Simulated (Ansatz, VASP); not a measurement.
**Two plane-wave programs on Sn**

The input INCAR:

```
SYSTEM = Sn
  ALGO = Fast
  EDIFF = 1E-7
  ENCUT = 520
  GGA = PS
  ISIF = 2
  ISMEAR = 0
  LASPH = .TRUE.
  LCHARG = .FALSE.
  LREAL = .FALSE.
  LWAVE = .FALSE.
  NBANDS = 13
  NELM = 80
  PREC = Accurate
  SIGMA = 0.15
```

KPOINTS

```
k-points
0
G
  18 18 18
  0 0 0
```

POSCAR

```
Sn
1.0
   -1.8378122646      1.8378122646      1.8378122646
    1.8378122646     -1.8378122646      1.8378122646
    1.8378122646      1.8378122646     -1.8378122646
Sn
1
Direct
    0.0000000000      0.0000000000      0.0000000000
```

Input for Ansatz:

```yaml
crystal:
  lattice:
    - [-1.8378122646, 1.8378122646, 1.8378122646]
    - [1.8378122646, -1.8378122646, 1.8378122646]
    - [1.8378122646, 1.8378122646, -1.8378122646]
  atoms:
    - { symbol: Sn, position: [0.0, 0.0, 0.0] }
basis:
  ecutwfc: 420
kpoints:
  mp_grid: { grid: [18, 18, 18] }
hamiltonian:
  xc: pbesol
scf:
  occupations: { method: gaussian, width: 0.15 }
output:
  forces: true
  stress: true
  eigenvalues: true
```

Change from the starting cell: strain -0.030 along x and y, -0.030 along z, atoms carried along.

Alike in both runs: task single point; functional PBEsol; k mesh 18 × 18 × 18; occupations gaussian, width 0.15 eV; no spin polarisation.

```csv
,VASP,Ansatz
version,VASP 6.6.1,Ansatz 0.2.0
potentials or method,"VASP PAW PBE potentials, release 64 (Sn_d), cutoff 520 eV","scalar-relativistic, plane waves, PAW"
valence electrons in the cell,14,14
```

```csv
,VASP,Ansatz,Ansatz less VASP
gap on the k mesh at the Fermi level (eV),none,none,-
pressure (GPa),3.3,3.3,+0.03
```

VASP's potentials were made for PBE, not for PBEsol. A gap of «none» marks a metal or a gap that the smearing closes. The functional is the same, so the differences come from potentials, cutoffs and numerics.
